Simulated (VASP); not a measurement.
Write the native input for VASP 6.6.1 that does the following.

* Task: relaxation of cell and atoms
* Functional: PBEsol
* Potentials or basis: VASP PAW PBE potentials, release 64 (Cu)
* Cutoff: 600 eV
* k mesh: 11 × 11 × 11
* Occupations: fermi-dirac, width 0.1 eV
* Spin: no spin polarisation
* Dipole correction: no
* Further INCAR settings: ALGO = Normal; EDIFF = 1e-07; IBRION = 2; EDIFFG = -0.02; NSW = 80; ISIF = 3

The structure of Cu lies in POSCAR:

```
Cu
1.0
    1.4350000000      1.4350000000      1.4350000000
   -1.4350000000      1.4350000000      1.4350000000
   -1.4350000000     -1.4350000000      1.4350000000
Cu
1
Direct
    0.0000000000      0.0000000000      0.0000000000
```

The input as run:

INCAR

```
SYSTEM = Cu
PREC = Accurate ; ENCUT = 600
EDIFF = 1E-7 ; ISMEAR = -1
SIGMA = 0.1 ; LREAL = .False.
LASPH = .True. ; NELM = 120
ALGO = Normal ; ISIF = 3
LWAVE = .False. ; LCHARG = .False.
GGA = PS ; IBRION = 2
NSW = 80 ; EDIFFG = -0.02
GGA_COMPAT = .False. ; NELMIN = 4
```

KPOINTS

```
Automatic mesh
0
Gamma
  11 11 11
  0 0 0
```

Potentials or basis: VASP PAW PBE potentials, release 64 (Cu).

Launch:

```bash
$ cat potpaw_PBE.64/Cu/POTCAR > POTCAR
$ mpirun -np 1 vasp_std > vasp.out
```

Results of the run:

- Relaxed volume: 11.42 Å³/atom
- Relaxed cell: a = 2.457 Å, b = 2.457 Å, c = 2.457 Å, α = 70.53°, β = 109.47°, γ = 70.53°
- Space group after relaxing (to 0.05 Å): Im-3m (No. 229)
- Energy gained by relaxing: 6.6 meV/atom
- Ionic steps: 3
- Pressure after relaxing: 0.0 GPa

Caveat: the PAW data sets were made with another functional, which shifts forces and pressure a little.

Run time: 8.7 s on 1 thread of Intel Xeon 6975P-C, on a shared host, peak memory 0.13 GiB.
